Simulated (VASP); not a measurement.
**Te: single point with LDA**

The system is Te.

```xyz
3
Lattice="4.3611 -2.4423 0.0000 4.3611 2.4423 0.0000 -0.1344 0.0000 3.9573" Properties=species:S:1:pos:R:3 pbc="T T T"
Te    5.8055    0.0000    2.6712
Te    2.7823    0.0000    1.2861
Te    0.0000    0.0000    0.0000
```

This cell differs from its parent crystal: equal xx and yy strain of +3 %.

```
Program             : VASP 6.6.1
Task                : single point
Functional          : LDA
Potentials or basis : VASP PAW LDA potentials, release 64 (Te)
Cutoff              : 520 eV
k mesh              : 8 × 8 × 8
Occupations         : fermi-dirac, width 0.05 eV
Spin                : no spin polarisation
```

* Pressure: -0.3 GPa
* Largest force: 0.280 eV/Å
* Band gap on the k mesh: zero (band 9 reaches 9.33 eV, above the bottom of band 10 at 6.39 eV)

Forces in eV/Å, atoms in the order of the input:
```
Te  -0.236  0.000 -0.151
Te   0.236  0.000  0.151
Te   0.000  0.000  0.000
```

Stress tensor (GPa, compression positive):
```
-2.06  0.00  0.95
 0.00 -1.77  0.00
 0.95  0.00  2.99
```

Levels at points of the mesh, in eV from the Fermi level:
```
           k point  band 6  band 7  band 8  band 9  band 10  band 11  band 12  band 13
(0.00, 0.00, 0.00)   -3.63   -3.61   -1.78   -1.49     1.52     2.86     3.15     5.82
(0.50, 0.00, 0.00)   -2.42   -2.14    0.12    0.18     0.49     0.88     3.18     3.34
(0.50, 0.50, 0.00)   -2.40   -2.08    0.44    0.46     0.59     0.78     2.89     2.96
(0.00, 0.00, 0.50)   -2.72   -2.64   -1.71   -1.61    -1.57    -1.40    -0.85     2.99
(0.50, 0.00, 0.50)   -3.98   -3.62   -3.38    1.38     1.60     1.61     2.90     6.69
(0.50, 0.50, 0.50)   -3.62   -3.60   -3.51    1.27     1.41     1.91     2.41     6.63
```

It took 82 s on 1 thread of Intel(R) Xeon(R) Platinum 8488C (Sapphire Rapids), on a shared host, peak memory 0.28 GiB.

Caveat: the cell differs from its parent crystal (equal xx and yy strain of +3 %); spin-orbit coupling is left out, which moves the levels of the heavy elements.
